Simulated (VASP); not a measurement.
Crystal: Ba3Mo.

```
CELL_PARAMETERS angstrom
0.00000 4.18343 4.18343
4.18343 0.00000 4.18343
4.18343 4.18343 0.00000
ATOMIC_POSITIONS crystal
Ba 0.25000 0.25000 0.25000
Ba 0.75000 0.75000 0.75000
Ba 0.50000 0.50000 0.50000
Mo 0.00000 0.00000 0.00000
```

| Quantity | Value |
| --- | --- |
| Program | VASP 6.6.1 |
| Task | relaxation of cell and atoms |
| Functional | PBE |
| Potentials or basis | VASP PAW PBE potentials, release 64 (Ba_sv, Mo_sv) |
| Cutoff | 600 eV |
| k mesh | 10 × 10 × 10 |
| Occupations | gaussian, width 0.1 eV |
| Spin | no spin polarisation |

At the start: pressure 0.6 GPa; volume 36.61 Å³/atom.

**Question.** How do energy, volume and symmetry change on relaxing?

**Answer.** Over 3 steps the energy falls by 2.2 meV/atom and the volume is 37.81 Å³/atom (+3.3 %); space group Fm-3m (No. 225, to 0.05 Å).

The path:
| step | energy change (eV) | largest force (eV/Å) | pressure (GPa) | volume (Å³) |
| --- | --- | --- | --- | --- |
| 1 | 0.0000 | 0.0000 | 0.62 | 146.43 |
| 2 | -0.0077 | 0.0000 | 0.21 | 149.44 |
| 3 | -0.0088 | 0.0000 | -0.03 | 151.23 |

Final structure:
```cif
data_structure
_symmetry_space_group_name_H-M 'P 1'
_symmetry_Int_Tables_number 1
_cell_length_a 5.9803
_cell_length_b 5.9803
_cell_length_c 5.9803
_cell_angle_alpha 60.000
_cell_angle_beta 60.000
_cell_angle_gamma 60.000
_cell_volume 151.23
loop_
_atom_site_label
_atom_site_type_symbol
_atom_site_fract_x
_atom_site_fract_y
_atom_site_fract_z
_atom_site_occupancy
Ba1 Ba 0.25000 0.25000 0.25000 1
Ba2 Ba 0.75000 0.75000 0.75000 1
Ba3 Ba 0.50000 0.50000 0.50000 1
Mo1 Mo 0.00000 0.00000 0.00000 1
```
